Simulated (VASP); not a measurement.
A run of VASP 6.6.1 is set up as follows.

File INCAR:

```
PREC = Accurate
ENCUT = 400
EDIFF = 1E-6
ISMEAR = 0
SIGMA = 0.05
LREAL = F
LASPH = T
NELM = 120
ALGO = Normal
ISIF = 2
LWAVE = F
LCHARG = F
LDIPOL = T
IDIPOL = 3
DIPOL = 0.5 0.5 0.256
GGA = PE
IVDW = 12
NBANDS = 12
GGA_COMPAT = F
NELMDL = -8
```

KPOINTS

```
Automatic mesh
0
Gamma
  9 9 1
```

File POSCAR:

```
Sb
1.0
    4.0686848921      0.0000000000      0.0000000000
   -2.0343424461      3.5235844766      0.0000000000
    0.0000000000      0.0000000000     20.8000277116
Sb
2
Direct
    0.3333333333      0.6666666667      0.2956733491
    0.6666666667      0.3333333333      0.2163458656
```

Potentials or basis: VASP PAW PBE potentials, release 64 (Sb).

Launch:

```sh
$ cat potpaw_PBE.64/Sb/POTCAR > POTCAR
$ mpirun -np 1 vasp_std > vasp.out
```

(1) Predict the band gap on the k mesh.

(2) What does it give for the largest force?

(3) What does it give for the dispersion energy per atom?

## Answers

(1) 1.19 eV (least direct gap 1.64 eV).

(2) 0.087 eV/Å.

(3) -0.237 eV.

Caveat: spin-orbit coupling is left out, which moves the levels of the heavy elements.
